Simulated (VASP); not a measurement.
**SiO2: single point with PBE+D3(BJ)**

The system is SiO2.

```
Si O
1.0
    -2.85177    2.88925    2.35971
     2.85177   -2.88925    2.35971
     2.85177    2.88925   -2.35971
Si O
2 4
Direct
  0.25000 0.25000 0.00000
  0.75000 0.75000 0.00000
  0.14439 0.85307 0.99746
  0.64439 0.64693 0.29132
  0.35561 0.35307 0.70868
  0.85561 0.14693 0.00254
```

* Program: VASP 6.6.1
* Task: single point
* Functional: PBE
* Dispersion: D3(BJ)
* Potentials or basis: VASP PAW PBE potentials, release 64 (Si, O)
* Cutoff: 600 eV
* k mesh: 6 × 6 × 6
* Occupations: fermi-dirac, width 0.02 eV
* Spin: no spin polarisation
* Dipole correction: no
* Further INCAR settings: ALGO = Normal; EDIFF = 1e-06; NBANDS = 25

```
Pressure                   : 0.2 GPa
Largest force              : 0.086 eV/Å
Band gap on the k mesh     : 4.81 eV (least direct gap 5.31 eV)
Dispersion energy per atom : -0.136 eV
```

Forces on the atoms (eV/Å):
```
Si   0.000  0.000  0.000
Si   0.000  0.000  0.000
O   -0.060  0.061  0.000
O    0.060  0.061  0.000
O   -0.060 -0.061  0.000
O    0.060 -0.061  0.000
```

Stress tensor (GPa, compression positive):
```
-0.01  0.00  0.00
 0.00 -0.08  0.00
 0.00  0.00  0.80
```

Levels at points of the mesh, in eV from the valence-band top:
| k point | band 14 | band 15 | band 16 | band 17 | band 18 | band 19 |
| --- | --- | --- | --- | --- | --- | --- |
| (0.00, 0.00, 0.00) | -0.67 | -0.51 | -0.51 | 4.81 | 9.28 | 9.36 |
| (0.50, 0.00, 0.00) | -1.09 | -0.99 | -0.99 | 8.47 | 8.47 | 8.62 |
| (0.00, 0.50, 0.00) | -1.09 | -0.98 | -0.98 | 8.45 | 8.45 | 8.63 |
| (0.50, 0.50, 0.00) | -1.13 | -0.48 | -0.28 | 6.33 | 8.76 | 9.19 |
| (0.50, 0.50, 0.50) | -1.09 | -1.08 | 0.00 | 7.60 | 8.57 | 8.59 |

Run time: 69 s on 1 thread of AMD EPYC 9R45 96-Core Processor (Zen 5), on a shared host, peak memory 0.25 GiB.

A k mesh can miss the band edges.
